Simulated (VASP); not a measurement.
Here is a VASP 6.6.1 calculation.

The input INCAR:

```
SYSTEM = NaCu12
  ALGO = Normal
  DIPOL = 0.5 0.5 0.320
  EDIFF = 1E-6
  ENCUT = 520
  GGA = PE
  IDIPOL = 3
  ISIF = 2
  ISMEAR = 0
  LASPH = .TRUE.
  LCHARG = .FALSE.
  LDIPOL = .TRUE.
  LREAL = .FALSE.
  LWAVE = .FALSE.
  NBANDS = 82
  NELM = 80
  PREC = Accurate
  SIGMA = 0.1
```

The input KPOINTS:

```
k-points
0
G
  5 5 1
  0 0 0
```

File POSCAR:

```
NaCu12
1.0
    5.1319544654      0.0000000000      0.0000000000
    0.0000000000      5.1319544654      0.0000000000
    0.0000000000      0.0000000000     19.0279314150
Cu Na
12 1
Direct
    0.2500000000      0.2500000000      0.2102172807
    0.2500000000      0.7500000000      0.2102172807
    0.7500000000      0.2500000000      0.2102172807
    0.7500000000      0.7500000000      0.2102172807
    0.0000000000      0.0000000000      0.3029241254
    0.0000000000      0.5000000000      0.3029241254
    0.5000000000      0.0000000000      0.3029241254
    0.5000000000      0.5000000000      0.3029241254
    0.2500000000      0.2500000000      0.3956253179
    0.2500000000      0.7500000000      0.3956253179
    0.7500000000      0.2500000000      0.3956253179
    0.7500000000      0.7500000000      0.3956253179
    0.4166666667      0.4166666667      0.5202233268
```

Potentials or basis: VASP PAW PBE potentials, release 64 (Cu, Na_pv).

Command:

```console
$ cat potpaw_PBE.64/Cu/POTCAR potpaw_PBE.64/Na_pv/POTCAR > POTCAR
$ mpirun -np 1 vasp_std > vasp.out
```

Task: Predict the largest force.

Result: 0.275 eV/Å.

Task: Estimate the band gap on the k mesh.

Result: Zero (an odd number of electrons rules out a gap without spin polarisation).

Forces on the atoms (eV/Å):
```
Cu   0.005  0.005 -0.026
Cu   0.006 -0.006 -0.033
Cu  -0.006  0.006 -0.033
Cu  -0.006 -0.006 -0.040
Cu  -0.005 -0.005 -0.079
Cu  -0.004  0.004 -0.099
Cu   0.004 -0.004 -0.099
Cu   0.004  0.004 -0.112
Cu  -0.128 -0.128 -0.189
Cu   0.003  0.025  0.213
Cu   0.025  0.003  0.213
Cu  -0.029 -0.029  0.272
Na   0.129  0.129  0.011
```
